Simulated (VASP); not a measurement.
Here is a VASP 6.6.1 calculation.

Contents of POSCAR:

```
BeTe
1.0
    0.0000000000      2.7678082145      2.8736023666
    2.7678082145      0.0000000000      2.8736023666
    2.7678082145      2.7678082145      0.0000000000
Be Te
1 1
Direct
    0.0000000000      0.0000000000      0.0000000000
    0.2500000000      0.2500000000      0.2500000000
```

INCAR.step1

```
SYSTEM = BeTe
PREC = Accurate
ENCUT = 520
EDIFF = 1E-5
ISMEAR = 0
SIGMA = 0.01
LREAL = .False.
LASPH = .True.
NELM = 100
ALGO = Normal
ISIF = 2
LWAVE = .True.
LCHARG = .False.
NBANDS = 11
GGA = PE
```

The input INCAR.step2:

```
SYSTEM = BeTe
PREC = Accurate
ENCUT = 520
EDIFF = 1E-6
ISMEAR = 0
SIGMA = 0.01
LREAL = .False.
LASPH = .True.
NELM = 100
ALGO = Normal
ISIF = 2
LWAVE = .False.
LCHARG = .False.
GGA = PE
LHFCALC = .True.
HFSCREEN = 0.2079
PRECFOCK = Normal
NBANDS = 11
ISTART = 1
```

Contents of KPOINTS:

```
Automatic mesh
0
Gamma
  6 6 6
  0 0 0
```

Potentials or basis: VASP PAW PBE potentials, release 64 (Be, Te).

Launch:

```bash
$ cat potpaw_PBE.64/Be/POTCAR potpaw_PBE.64/Te/POTCAR > POTCAR
$ cp INCAR.step1 INCAR
$ mpirun -np 1 vasp_std > vasp.out
$ cp INCAR.step2 INCAR
$ mpirun -np 1 vasp_std > vasp.out
```

Problem. Predict the pressure.

Solution. 0.7 GPa.

Problem. Estimate the band gap on the k mesh.

Solution. 2.44 eV (least direct gap 4.37 eV).

Stress tensor (GPa, compression positive):
```
 1.61  0.00  0.00
 0.00  1.61  0.00
 0.00  0.00 -1.03
```

Caveat: the cell differs from its parent crystal (epitaxial xy strain -2.1%); the PAW data sets were made with another functional, which shifts forces and pressure a little; spin-orbit coupling is left out, which moves the levels of the heavy elements. A k mesh can miss the band edges.
